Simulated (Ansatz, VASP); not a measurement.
BiB in VASP and in Ansatz

File POSCAR:

```
BiB
1.0
    0.1406533227      2.7244036579      2.7244036579
    2.7244036579      0.1406533227      2.7244036579
    2.7244036579      2.7244036579      0.1406533227
B Bi
1 1
Direct
    0.0032364947      0.0032364947      0.0032364947
    0.2467635053      0.2467635053      0.2467635053
```

Contents of INCAR.step1:

```
SYSTEM = BiB
  ALGO = Normal
  EDIFF = 1E-4
  ENCUT = 520
  GGA = PE
  ISMEAR = -1
  LASPH = .TRUE.
  LCHARG = .FALSE.
  LREAL = .FALSE.
  LWAVE = .TRUE.
  NBANDS = 16
  NELM = 100
  PREC = Accurate
  SIGMA = 0.02
```

The input INCAR.step2:

```
SYSTEM = BiB
  ALGO = Normal
  EDIFF = 1E-6
  ENCUT = 520
  ISIF = 2
  ISMEAR = -1
  ISTART = 1
  LASPH = .TRUE.
  LCHARG = .TRUE.
  LELF = .TRUE.
  LMIXTAU = .TRUE.
  LREAL = .FALSE.
  LVHAR = .TRUE.
  LWAVE = .FALSE.
  METAGGA = R2SCAN
  NBANDS = 16
  NELM = 100
  PREC = Accurate
  SIGMA = 0.02
```

KPOINTS

```
k-points
0
G
  8 8 8
  0 0 0
```

Input for Ansatz:

```yaml
crystal:
  lattice:
    - [0.1406533227, 2.7244036579, 2.7244036579]
    - [2.7244036579, 0.1406533227, 2.7244036579]
    - [2.7244036579, 2.7244036579, 0.1406533227]
  atoms:
    - { symbol: B, position: [0.0032364947, 0.0032364947, 0.0032364947] }
    - { symbol: Bi, position: [0.2467635053, 0.2467635053, 0.2467635053] }
kpoints:
  mp_grid: { grid: [8, 8, 8] }
  band_path:
    path:
      - [0.0, 0.0, 0.0]
      - [-0.5, -0.5, 0.0]
      - [-0.375, -0.375, 0.25]
      - [-0.375, 0.0, 0.375]
      - [0.0, 0.0, 0.5]
      - [-0.5, -0.25, 0.25]
    npoints: 1
hamiltonian:
  xc: r2scan
scf:
  occupations: { method: fermi_dirac, width: 0.02 }
  n_extra_bands: 4
output:
  forces: true
  stress: true
  eigenvalues: true
```

Change from the starting cell: epitaxial_111 strain -5.9%.

Alike in both runs: task single point; functional r2SCAN; k mesh 8 × 8 × 8; occupations fermi-dirac, width 0.02 eV; no spin polarisation.

|  | VASP | Ansatz |
| --- | --- | --- |
| version | VASP 6.6.1 | Ansatz 0.2.0 |
| potentials or method | VASP PAW PBE potentials, release 64 (B, Bi_d) | plane waves, PAW |
| plane-wave cutoff (eV) | 520 | 500 |
| valence electrons in the cell | 18 | 18 |

VASP gave:

| Quantity | Value |
| --- | --- |
| pressure (GPa) | 10.6 |
| traceless stress, the component that is largest in VASP (GPa) | -5.35 |
| rms of the force components (eV/Å) | 0.007 |

Q: Estimate Ansatz's values.

A: Pressure (GPa): 10.7; traceless stress, the component that is largest in VASP (GPa): -5.34; rms of the force components (eV/Å): 0.003.

VASP's potentials were made for PBE, not for r2SCAN. Atom by atom the forces differ by 0.004 eV/Å (rms over components). The functional is the same, so the differences come from potentials, cutoffs and numerics.

Spin-orbit coupling is off throughout.
